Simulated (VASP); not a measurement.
A run of VASP 6.6.1 is set up as follows.

The input POSCAR:

```
Si2W
1.0
    4.5800326366      0.0000000000      0.0000000000
   -2.2900163183      3.9664246135      0.0000000000
    0.0000000000      0.0000000000      6.6083019066
W Si
3 6
Direct
    0.5000000000      0.0000000000      0.5000000000
    0.5000000000      0.5000000000      0.8333333333
    0.0000000000      0.5000000000      0.1666666667
    0.3271710145      0.1635855072      0.1666666667
    0.8364144928      0.1635855072      0.8333333333
    0.1635855072      0.3271710145      0.5000000000
    0.6728289855      0.8364144928      0.1666666667
    0.1635855072      0.8364144928      0.8333333333
    0.8364144928      0.6728289855      0.5000000000
```

INCAR.step1

```
SYSTEM = Si2W
  PREC = Accurate
  ENCUT = 520
  ISMEAR = -1
  SIGMA = 0.05
  LREAL = .FALSE.
  LASPH = .TRUE.
  NELM = 80
  NBANDS = 43
  GGA = PE
  ALGO = Normal
  EDIFF = 1E-4
  LWAVE = .TRUE.
  LCHARG = .FALSE.
```

INCAR.step2

```
SYSTEM = Si2W
  PREC = Accurate
  ENCUT = 520
  EDIFF = 1E-6
  ISMEAR = -1
  SIGMA = 0.05
  LREAL = .FALSE.
  LASPH = .TRUE.
  NELM = 80
  ALGO = Normal
  ISIF = 2
  LWAVE = .FALSE.
  LCHARG = .TRUE.
  METAGGA = R2SCAN
  LMIXTAU = .TRUE.
  LELF = .TRUE.
  LVHAR = .TRUE.
  NBANDS = 43
  ISTART = 1
```

File KPOINTS:

```
regular mesh
0
G
  7 7 4
  0 0 0
```

Potentials or basis: VASP PAW PBE potentials, release 64 (W_sv, Si).

Run with:

```sh
$ cat potpaw_PBE.64/W_sv/POTCAR potpaw_PBE.64/Si/POTCAR > POTCAR
$ cp INCAR.step1 INCAR
$ mpirun -np 1 vasp_std > vasp.out
$ cp INCAR.step2 INCAR
$ mpirun -np 1 vasp_std > vasp.out
```

(1) What does it give for the pressure?

(2) What does it give for the band gap on the k mesh?

(3) Predict the largest force.

Answers

(1) 0.3 GPa.

(2) 0.34 eV (least direct gap 0.89 eV).

(3) 0.011 eV/Å.

Caveat: the PAW data sets were made with another functional, which shifts forces and pressure a little; spin-orbit coupling is left out, which moves the levels of the heavy elements; an odd mesh through Γ misses points on the zone boundary, where band edges can lie.
